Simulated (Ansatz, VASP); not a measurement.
TiO2: VASP beside Ansatz

```
CELL_PARAMETERS angstrom
-2.96380 3.28346 3.28346
2.96380 -3.28346 3.28346
2.96380 3.28346 -3.28346
ATOMIC_POSITIONS crystal
Ti 0.50009 0.75009 0.75000
Ti 0.49991 0.24991 0.25000
Ti 0.00000 0.00000 0.50000
Ti 0.00000 0.50000 0.00000
O 0.30513 0.30513 0.49999
O 0.19487 0.25000 0.94487
O 0.30513 0.80514 0.00001
O 0.80513 0.25000 0.55513
O 0.19487 0.75000 0.44487
O 0.80513 0.75000 0.05513
O 0.69487 0.19486 0.99999
O 0.69487 0.69487 0.50001
```

Alike in both runs: task single point; functional PBE; k mesh 6 × 6 × 6; occupations gaussian, width 0.02 eV; no spin polarisation.

```csv
,VASP,Ansatz
version,VASP 6.6.1,Ansatz 0.2.0
potentials or method,"VASP PAW PBE potentials, release 64 (Ti_sv, O), cutoff 520 eV","scalar-relativistic, plane waves, PAW"
valence electrons in the cell,96,96
```

|  | VASP | Ansatz | Ansatz less VASP |
| --- | --- | --- | --- |
| gap on the k mesh at the Fermi level (eV) | 1.83 | 1.86 | +0.025 |
| least direct gap on the mesh (eV) | 1.83 | 1.86 | +0.025 |
